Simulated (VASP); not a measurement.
Ca3TiN:

```
CELL_PARAMETERS angstrom
4.55542 0.00000 0.00000
0.00000 4.55542 0.00000
0.00000 0.00000 4.55542
ATOMIC_POSITIONS crystal
Ca 0.50000 0.50000 0.00000
Ca 0.00000 0.50000 0.50000
Ca 0.50000 0.00000 0.50000
Ti 0.00000 0.00000 0.00000
N 0.50000 0.50000 0.50000
```

The cell was built from a structure type or drawn by symmetry, and may not be a known phase.

```yaml
Program: VASP 6.6.1
Task: relaxation of cell and atoms
Functional: PBE
Potentials_or_basis: VASP PAW PBE potentials, release 64 (Ca_sv, Ti_sv, N)
Cutoff: 600 eV
k_mesh: 4 × 4 × 4
Occupations: gaussian, width 0.1 eV
Spin: collinear spin
Starting_moments: "[0.0, 0.0, 0.0, 1.0, 0.0] μB"
```

At the start: pressure 18.7 GPa; volume 18.91 Å³/atom.

Where does the relaxation end?

Over 3 steps the energy falls by 257.5 meV/atom and the volume is 24.27 Å³/atom (+28.4 %); space group Pm-3m (No. 221, to 0.1 Å) before and after; moment 0.00 μB per cell.

The path:
| step | energy change (eV) | largest force (eV/Å) | pressure (GPa) | volume (Å³) |
| --- | --- | --- | --- | --- |
| 1 | 0.0000 | 0.0000 | 18.65 | 94.53 |
| 2 | -1.2438 | 0.0000 | -1.95 | 127.96 |
| 3 | -1.2875 | 0.0000 | 0.09 | 121.36 |

Final structure:
```cif
data_structure
_symmetry_space_group_name_H-M 'P 1'
_symmetry_Int_Tables_number 1
_cell_length_a 4.9510
_cell_length_b 4.9510
_cell_length_c 4.9510
_cell_angle_alpha 90.000
_cell_angle_beta 90.000
_cell_angle_gamma 90.000
_cell_volume 121.36
loop_
_atom_site_label
_atom_site_type_symbol
_atom_site_fract_x
_atom_site_fract_y
_atom_site_fract_z
_atom_site_occupancy
Ca1 Ca 0.50000 0.50000 0.00000 1
Ca2 Ca 0.00000 0.50000 0.50000 1
Ca3 Ca 0.50000 0.00000 0.50000 1
Ti1 Ti 0.00000 0.00000 0.00000 1
N1 N 0.50000 0.50000 0.50000 1
```

Caveat: the volume moved by over 15 % at a fixed basis, so the end points are rough.
